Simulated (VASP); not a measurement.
# Os (Fm-3m) in VASP: a series of runs, part 2 of 2

VASP 6.6.1.

**4. Single point, PBE**

This run uses another cell than the first one, of 15.60 Å³/atom, 1.060 times its volume.

File INCAR:

```
SYSTEM = Os
PREC = Accurate
ENCUT = 600
EDIFF = 1E-6
ISMEAR = -1
SIGMA = 0.1
LREAL = .FALSE.
LASPH = .TRUE.
NELM = 120
ALGO = Normal
ISIF = 2
LWAVE = .FALSE.
LCHARG = .FALSE.
GGA = PE
NBANDS = 10
GGA_COMPAT = .FALSE.
```

File KPOINTS:

```
Automatic mesh
0
G
  10 10 10
  0 0 0
```

File POSCAR:

```
Os
1.0
    0.0000000000      1.9831469396      1.9831469396
    1.9831469396      0.0000000000      1.9831469396
    1.9831469396      1.9831469396      0.0000000000
Os
1
Direct
    0.0000000000      0.0000000000      0.0000000000
```

Potentials or basis: VASP PAW PBE potentials, release 64 (Os).

Started as:

```sh
> cat potpaw_PBE.64/Os/POTCAR > POTCAR
> mpirun -np 1 vasp_std > vasp.out
```

OUTCAR:

```text
SYSTEM = Os
   PREC = Accurate
   ENCUT = 600
   EDIFF = 1E-6
   ISMEAR = -1
   LREAL = .FALSE.
   LASPH = .TRUE.
   NELM = 120
   ISIF = 2
   GGA = PE

 ion  position               nearest neighbor table
   1  0.000  0.000  0.000-

  LATTYP: Found a face centered cubic cell.
 ALAT       =     3.9662938792

  Lattice vectors:

 A1 = (   0.0000000000,   1.9831469396,   1.9831469396)
 A2 = (   1.9831469396,   0.0000000000,   1.9831469396)
 A3 = (   1.9831469396,   1.9831469396,   0.0000000000)

Analysis of symmetry for initial positions (statically):
=====================================================================
 Subroutine PRICEL returns:
 Original cell was already a primitive cell.

 Routine SETGRP: Setting up the symmetry group for a
 face centered cubic supercell.

 Subroutine GETGRP returns: Found 48 space group operations
 (whereof 48 operations were pure point group operations)
 out of a pool of 48 trial point group operations.

The static configuration has the point symmetry O_h .

Analysis of symmetry for dynamics (positions and initial velocities):
=====================================================================
 Subroutine PRICEL returns:
 Original cell was already a primitive cell.

 Routine SETGRP: Setting up the symmetry group for a
 face centered cubic supercell.

 Subroutine GETGRP returns: Found 48 space group operations
 (whereof 48 operations were pure point group operations)
 out of a pool of 48 trial point group operations.

The dynamic configuration has the point symmetry O_h .

 Subroutine INISYM returns: Found 48 space group operations
 (whereof 48 operations are pure point group operations),
 and found     1 'primitive' translations

----------------------------------------------------------------------------------------

                                     Primitive cell

  volume of cell :      15.5989

  direct lattice vectors                    reciprocal lattice vectors
     0.000000000  1.983146940  1.983146940    -0.252124535  0.252124535  0.252124535
     1.983146940  0.000000000  1.983146940     0.252124535 -0.252124535  0.252124535
     1.983146940  1.983146940  0.000000000     0.252124535  0.252124535 -0.252124535

  length of vectors
     2.804593298  2.804593298  2.804593298     0.436692504  0.436692504  0.436692504

  position of ions in fractional coordinates (direct lattice)
     0.000000000  0.000000000  0.000000000

  ion indices of the primitive-cell ions
   primitive index   ion index
                 1           1

----------------------------------------------------------------------------------------

 KPOINTS: Automatic mesh

Automatic generation of k-mesh.
 Grid dimensions read from file:
 generate k-points for:   10   10   10

 Generating k-lattice:

  Cartesian coordinates                     Fractional coordinates (reciprocal lattice)
    -0.025212454  0.025212454  0.025212454     0.100000000  0.000000000  0.000000000
     0.025212454 -0.025212454  0.025212454     0.000000000  0.100000000  0.000000000
     0.025212454  0.025212454 -0.025212454     0.000000000  0.000000000  0.100000000

  Length of vectors
     0.043669250  0.043669250  0.043669250

  Shift w.r.t. Gamma in fractional coordinates (k-lattice)
     0.000000000  0.000000000  0.000000000

 Subroutine IBZKPT returns following result:
 ===========================================

 Found     47 irreducible k-points:

 Following reciprocal coordinates:
            Coordinates               Weight
  0.000000  0.000000  0.000000      1.000000
  0.100000  0.000000  0.000000      8.000000
  0.200000  0.000000  0.000000      8.000000
  0.300000  0.000000  0.000000      8.000000
  0.400000  0.000000  0.000000      8.000000
  0.500000  0.000000  0.000000      4.000000
[... 16 lines left out ...]
  0.300000  0.300000  0.000000      6.000000
  0.400000  0.300000  0.000000     24.000000
 [... further k-points ...]
   k-points           NKPTS =     47   k-points in BZ     NKDIM =     47   number of bands    NBANDS=     10
   number of dos      NEDOS =    301   number of ions     NIONS =      1
   total plane-waves  NPLWV =  13824
   dimension x,y,z NGX =    24 NGY =   24 NGZ =   24
   dimension x,y,z NGXF=    48 NGYF=   48 NGZF=   48
   ions per type =               1
   NGX,Y,Z   is equivalent  to a cutoff of  14.23, 14.23, 14.23 a.u.
   NGXF,Y,Z  is equivalent  to a cutoff of  28.45, 28.45, 28.45 a.u.
 SYSTEM =  Os
   PREC   = accura    normal or accurate (medium, high low for compatibility)
   ISTART =      0    job   : 0-new  1-cont  2-samecut
   ICHARG =      2    charge: 1-file 2-atom 10-const
   ISPIN  =      1    spin polarized calculation?
   LNONCOLLINEAR =      F non collinear calculations
   LSORBIT =      F    spin-orbit coupling
   LASPH  =      T    aspherical Exc in radial PAW
   ENCUT  =  600.0 eV  44.10 Ry    6.64 a.u.   5.60  5.60  5.60*2*pi/ulx,y,z
   NELM   =    120;   NELMIN=  2; NELMDL= -5     # of ELM steps
   EDIFF  = 0.1E-05   stopping-criterion for ELM
   LREAL  =      F    real-space projection
   EDIFFG = 0.1E-04   stopping-criterion for IOM
   NSW    =      0    number of steps for IOM
   IBRION =     -1    ionic relax: 0-MD 1-quasi-New 2-CG
   NFREE  =      0    steps in history (QN), initial steepest desc. (CG)
   ISIF   =      2    stress and relaxation
   ISYM   =      2    0-nonsym 1-usesym 2-fastsym
   POTIM  = 0.5000    time-step for ionic-motion
   TEBEG  =    0.0;   TEEND  =   0.0 temperature during run
   PSTRESS=    0.0 pullay stress
   NELECT =       8.0000    total number of electrons
   NUPDOWN=      -1.0000    fix difference up-down
   EMIN   =  10.00;   EMAX   =-10.00  energy-range for DOS
   EFERMI =   0.00;   METHOD = LEGACY
   ISMEAR =    -1;   SIGMA  =   0.10  broadening in eV -4-tet -1-fermi 0-gaus
   EFERMI_NEDOS =   21; number of points for ismear=-14 and -15
   IALGO  =     38    algorithm
   IMIX   =      4    mixing-type and parameters
     AMIX     =   0.40;   BMIX     =  1.00
     AMIX_MAG =   1.60;   BMIX_MAG =  1.00
  volume/ion in A,a.u.               =      15.60       105.27
  Fermi-wavevector in a.u.,A,eV,Ry     =   1.310408  2.476312 23.363511  1.717170
  Thomas-Fermi vector in A             =   2.440941
   LORBIT       =      0    0 simple, 1 ext, 2 COOP (PROOUT), +10 PAW based schemes
   GGA     = PE    functional components
   LHFCALC =     F    Hartree Fock is set to
   AEXX    =    0.0000 exact exchange contribution
   IVDW    =     0    specifies the selected vdW correction
   LEPSILON=     F    determine dielectric tensor
   LRPA    =     F    only Hartree local field effects (RPA)
 non-spin polarized calculation
  energy-cutoff  :      600.00
  volume of cell :       15.60
 maximum number of plane-waves:       544
 NGX is ok and might be reduce to    24
   NGX = 11   NGY = 11   NGZ = 11

 number of electron       8.0000000 magnetization

 Free energy of the ion-electron system (eV)
  ---------------------------------------------------
  ext. energy  EPLUGINS =         0.00000000
  ---------------------------------------------------
  free energy    TOTEN  =       -10.98662731 eV

  energy without entropy =      -10.94108348  energy(sigma->0) =      -10.96385540

 E-fermi :   7.8249     XC(G=0): -13.4314

 val. band max:        7.8074992715   @ k =   0.0000   0.0000   0.0000
 cond. band min:       7.8275168976   @ k =   0.3000   0.1000   0.0000
 fundamental gap:      0.0200176261
 Fermi energy:         7.8248688741

 k-point     1 :       0.0000    0.0000    0.0000
  band No.  band energies     occupation
      1      -2.0791      2.00000
      2       5.2321      2.00000
      3       5.2321      2.00000
      4       5.2321      2.00000
      5       7.8075      1.08663
      6       7.8075      1.08663
      7      22.0634      0.00000
      8      27.2587      0.00000
      9      27.2587      0.00000
     10      27.2587      0.00000
[... 287 lines left out ...]
 k-point    24 :       0.4000    0.3000    0.0000
  band No.  band energies     occupation
      1       1.7437      2.00000
      2       2.6182      2.00000
      3       6.1473      2.00000
      4       8.1162      0.10301
      5       9.5919      0.00000
      6       9.7104      0.00000
      7      20.5000      0.00000
      8      22.6597      0.00000
      9      23.7241      0.00000
     10      28.2534      0.00000

 [... further k-points ...]

------------------------ aborting loop because EDIFF is reached ----------------------------------------

  FORCE on cell =-STRESS in cart. coord.  units (eV):
  Direction    XX          YY          ZZ          XY          YZ          ZX
  --------------------------------------------------------------------------------------
  -------------------------------------------------------------------------------------
  Total       -2.5758756     -2.5758756     -2.5758756     -0.0000000      0.0000000      0.0000000
  in kB     -264.5701190   -264.5701190   -264.5701190     -0.0000000      0.0000000      0.0000000
  external PRESSURE =    -264.5701190 kB  Pullay stress =       0.0000000 kB

 VOLUME and BASIS-vectors are now :
 -----------------------------------------------------------------------------
  energy-cutoff  :      600.00
  volume of cell :       15.60
      direct lattice vectors                 reciprocal lattice vectors
     0.000000000  1.983146940  1.983146940    -0.252124535  0.252124535  0.252124535
     1.983146940  0.000000000  1.983146940     0.252124535 -0.252124535  0.252124535
     1.983146940  1.983146940  0.000000000     0.252124535  0.252124535 -0.252124535

 POSITION                                       TOTAL-FORCE (eV/Angst)
 -----------------------------------------------------------------------------------
      0.00000      0.00000      0.00000         0.000000      0.000000      0.000000
 -----------------------------------------------------------------------------------
    total drift:                                0.000000     -0.000000      0.000000

  FREE ENERGIE OF THE ION-ELECTRON SYSTEM (eV)
  ---------------------------------------------------
  free  energy   TOTEN  =       -10.9866273126 eV

  energy  without entropy=      -10.9410834833  energy(sigma->0) =      -10.96385540
```

Run time: 6.5 s. Hardware: 1 thread of AMD EPYC 9R45 (Zen 5), shared host; peak memory 0.11 GiB.

What came out:

```yaml
Free_energy: -10.9866 eV
Pressure: -26.5 GPa
Band_gap_on_the_k_mesh: zero (band 4 reaches 9.94 eV, above the bottom of band 5 at 6.47 eV)
```

Caveat: spin-orbit coupling is left out, which moves the levels of the heavy elements.

**5. Summary**

| cell | gap on the mesh (eV) | pressure (GPa) |
| --- | --- | --- |
| a = 2.751 Å, angles 60.0°, 1 atom | none | -8.9 |
| a = 2.778 Å, angles 60.0°, 1 atom | none | -18.5 |
| a = 2.805 Å, angles 60.0°, 1 atom | none | -26.5 |

Alike in all rows: task single point; level PBE; potentials or basis VASP PAW PBE potentials, release 64 (Os); no spin polarisation; k mesh 10 × 10 × 10; cutoff (eV) 600; smearing fermi-dirac 0.1 eV.

Caveats: spin-orbit coupling is left out, which moves the levels of the heavy elements.

Total energies depend on the potentials used, so only differences within one code and one set of settings carry meaning.
